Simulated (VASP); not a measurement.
Input of a VASP 6.6.1 run:

INCAR

```
SYSTEM = SnO2
ALGO = Normal ; EDIFF = 1E-6
ENCUT = 520 ; GGA = PE
ISIF = 2 ; ISMEAR = -1
LASPH = .TRUE. ; LCHARG = .FALSE.
LREAL = .FALSE. ; LWAVE = .FALSE.
NBANDS = 35 ; NELM = 60
PREC = Accurate ; SIGMA = 0.02
```

The input KPOINTS:

```
k-points
0
G
  7 7 9
  0 0 0
```

POSCAR

```
SnO2
1.0
    4.8003492553      0.0000000000      0.0000000000
    0.0000000000      4.8003492553      0.0000000000
    0.0000000000      0.0000000000      3.2284324403
Sn O
2 4
Direct
    0.0000000000      0.0000000000      0.0000000000
    0.5000000000      0.5000000000      0.5000000000
    0.3062696294      0.3062696294      0.0000000000
    0.1937303706      0.8062696294      0.5000000000
    0.6937303706      0.6937303706      0.0000000000
    0.8062696294      0.1937303706      0.5000000000
```

Potentials or basis: VASP PAW PBE potentials, release 64 (Sn_d, O).

The run is started by

```bash
$ cat potpaw_PBE.64/Sn_d/POTCAR potpaw_PBE.64/O/POTCAR > POTCAR
$ mpirun -np 1 vasp_std > vasp.out
```

Problem. Estimate the band gap on the k mesh.

Solution. 0.81 eV, direct.

Problem. Predict the largest force.

Solution. 0.016 eV/Å.

Forces in eV/Å, atoms in the order of the input:
```
Sn   0.000  0.000  0.000
Sn   0.000  0.000  0.000
O   -0.011 -0.011  0.000
O    0.011 -0.011  0.000
O    0.011  0.011  0.000
O   -0.011  0.011  0.000
```

Caveat: spin-orbit coupling is left out, which moves the levels of the heavy elements.
